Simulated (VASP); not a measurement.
HfSi: single point with PBEsol

The system is HfSi.

```
CELL_PARAMETERS angstrom
6.96243 0.00000 0.00000
0.00000 3.83836 0.00000
0.00000 0.00000 5.29169
ATOMIC_POSITIONS crystal
Hf 0.17632 0.25000 0.12737
Hf 0.32368 0.75000 0.62737
Hf 0.67632 0.25000 0.37263
Hf 0.82368 0.75000 0.87263
Si 0.04320 0.25000 0.64123
Si 0.45680 0.75000 0.14123
Si 0.54320 0.25000 0.85877
Si 0.95680 0.75000 0.35877
```

```json
{
  "Program": "VASP 6.6.1",
  "Task": "single point",
  "Functional": "PBEsol",
  "Potentials or basis": "VASP PAW PBE potentials, release 64 (Hf_pv, Si)",
  "Cutoff": "520 eV",
  "k mesh": "6 × 10 × 8",
  "Occupations": "gaussian, width 0.1 eV",
  "Spin": "no spin polarisation",
  "Dipole correction": "no",
  "Further INCAR settings": "ALGO = Fast; EDIFF = 1e-07; NBANDS = 38"
}
```

* Pressure: -8.3 GPa
* Largest force: 0.006 eV/Å
* Band gap on the k mesh: zero (bands 28 and 29 overlap by 0.39 eV)

Forces in eV/Å, atoms in the order of the input:
```
Hf   0.001  0.000 -0.006
Hf  -0.001  0.000 -0.006
Hf   0.001  0.000  0.006
Hf  -0.001  0.000  0.006
Si  -0.002  0.000 -0.004
Si   0.002  0.000 -0.004
Si  -0.002  0.000  0.004
Si   0.002  0.000  0.004
```

Levels at points of the mesh, in eV from the Fermi level:
```
           k point  band 25  band 26  band 27  band 28  band 29  band 30  band 31  band 32
(0.00, 0.00, 0.00)    -0.78    -0.55    -0.30    -0.26     0.34     0.62     0.88     1.21
(0.50, 0.00, 0.00)    -0.88    -0.88    -0.53    -0.53     0.00     0.00     1.01     1.01
(0.00, 0.50, 0.00)    -2.04    -2.04    -1.69    -1.69     1.91     1.91     2.30     2.30
(0.50, 0.50, 0.00)    -1.97    -1.97    -1.97    -1.97     2.63     2.63     2.63     2.63
(0.00, 0.00, 0.50)    -1.17    -1.17    -0.26    -0.26     0.84     0.84     0.85     0.85
(0.50, 0.00, 0.50)    -1.23    -1.23    -0.75    -0.75     0.50     0.50     1.21     1.21
(0.00, 0.50, 0.50)    -0.78    -0.78    -0.54    -0.54    -0.02    -0.02     0.86     0.86
(0.50, 0.50, 0.50)    -1.62    -1.62    -1.62    -1.62     1.84     1.84     1.84     1.84
```

It took 18 min on 1 thread of Oxide Virtual Turin-like Processor, with other jobs on the host, peak memory 0.55 GiB.

Caveat: the cell stands under tension; the PAW data sets were made with another functional, which shifts forces and pressure a little; spin-orbit coupling is left out, which moves the levels of the heavy elements.
